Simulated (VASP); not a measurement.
Wanted: the native input for a VASP 6.6.1 run.

```
Task                   : single point
Functional             : LDA
Potentials or basis    : VASP PAW LDA potentials, release 64 (Al)
Cutoff                 : 520 eV
k mesh                 : 12 × 12 × 12
Occupations            : fermi-dirac, width 0.1 eV
Spin                   : no spin polarisation
Dipole correction      : no
Further INCAR settings : ALGO = Normal; EDIFF = 1e-06; NBANDS = 8
```

The structure of Al lies in POSCAR:

```
Al
1.0
    2.7614468134     -0.0000000153     -0.0000000265
   -0.9204822567      2.6035170286     -0.0000000265
   -0.9204822567     -1.3017584761      2.2547119080
Al
1
Direct
    0.0000000000      0.0000000000      0.0000000000
```

These files were run (other wordings do the same):

INCAR

```
  PREC = Accurate
  ENCUT = 520
  EDIFF = 1E-6
  ISMEAR = -1
  SIGMA = 0.1
  LREAL = F
  LASPH = T
  NELM = 60
  ALGO = Normal
  ISIF = 2
  LWAVE = F
  LCHARG = F
  NBANDS = 8
```

KPOINTS

```
regular mesh
0
Gamma
  12 12 12
```

Potentials or basis: VASP PAW LDA potentials, release 64 (Al).

Launch:

```sh
$ cat potpaw_LDA.64/Al/POTCAR > POTCAR
$ mpirun -np 1 vasp_std > vasp.out
```

It gave:

The pressure is 0.1 GPa.

It took 8.8 s on 1 thread of Intel(R) Xeon(R) Platinum 8259CL CPU @ 2.50GHz (Skylake/Cascade Lake), on a shared host, peak memory 0.12 GiB.
